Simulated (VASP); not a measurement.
Set up this calculation in VASP 6.6.1, as the native input.

```
Task                   : single point
Functional             : PBE
Potentials or basis    : VASP PAW PBE potentials, release 64 (C)
Cutoff                 : 520 eV
k mesh                 : 21 × 21 × 6
Occupations            : gaussian, width 0.15 eV
Spin                   : no spin polarisation
Dipole correction      : no
Further INCAR settings : ALGO = Normal; EDIFF = 1e-07; NBANDS = 16
```

The structure of C lies in POSCAR:

```
C
1.0
    1.2505185091     -2.2847117097      0.0000000000
    1.2505185091      2.2847117097      0.0000000000
    0.0000000000      0.0000000000      9.3130235279
C
4
Direct
    0.0833329406      0.9166670594      0.7503043452
    0.5833329406      0.4166670594      0.2496956548
    0.9166670594      0.0833329406      0.2496956548
    0.4166670594      0.5833329406      0.7503043452
```

These files were run (other wordings do the same):

INCAR

```
SYSTEM = C
PREC = Accurate
ENCUT = 520
EDIFF = 1E-7
ISMEAR = 0
SIGMA = 0.15
LREAL = .False.
LASPH = .True.
NELM = 100
ALGO = Normal
ISIF = 2
LWAVE = .False.
LCHARG = .False.
GGA = PE
NBANDS = 16
```

KPOINTS

```
regular mesh
0
Gamma
  21 21 6
  0 0 0
```

Potentials or basis: VASP PAW PBE potentials, release 64 (C).

Launch:

```console
$ cat potpaw_PBE.64/C/POTCAR > POTCAR
$ mpirun -np 1 vasp_std > vasp.out
```

It gave:

```yaml
Pressure: -19.5 GPa
Largest_force: 0.034 eV/Å
```

Caveat: the stress differs along the axes, from -43 to -0 GPa; this functional lacks dispersion, which binds layers or chains, so the pressure and a relaxed spacing across them are unreliable.

Wall time 2.3 min on 1 thread of Intel(R) Xeon(R) 6975P-C (Granite Rapids), on a shared host, peak memory 0.39 GiB.
